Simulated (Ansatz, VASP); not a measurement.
# Two plane-wave programs on BaTiO3

```xyz
5
Lattice="3.9854 0.0000 0.0000 0.0000 3.9854 0.0000 0.0000 0.0000 4.3265" Properties=species:S:1:pos:R:3 pbc="T T T"
Ba    1.9927    1.9927    2.5988
Ti    0.0000    0.0000    0.4965
O     0.0000    1.9927    0.2480
O     1.9927    0.0000    0.2480
O     0.0000    0.0000    2.2926
```

Change from the starting cell: strain along c alone, the other axes held, atoms relaxed: +3.0 %.

Alike in both runs: functional PBE; k mesh 8 × 8 × 6; occupations gaussian, width 0.02 eV; no spin polarisation.

Ansatz relaxed the structure, and its values are those at the end. VASP's run is a single point on that final structure, the one shown.

|  | VASP | Ansatz |
| --- | --- | --- |
| version | VASP 6.6.1 | Ansatz 0.2.0 |
| potentials or method | VASP PAW PBE potentials, release 64 (Ba_sv, Ti_sv, O_h), cutoff 1340 eV | scalar-relativistic, plane waves, PAW |
| valence electrons in the cell | 40 | 40 |

VASP gave:

- gap on the k mesh at the Fermi level (eV): 1.79
- least direct gap on the mesh (eV): 2.43
- pressure (GPa): -0.9
- rms of the force components (eV/Å): 0.026

Question: What did Ansatz give for the same quantities?

Answer: gap on the k mesh at the Fermi level (eV): 1.84; least direct gap on the mesh (eV): 2.46; pressure (GPa): -2.1; rms of the force components (eV/Å): 0.000.

The functional is the same, so the differences come from potentials, cutoffs and numerics. Ansatz's warnings: stress scf threshold loose.

Neither program's run includes spin-orbit coupling.
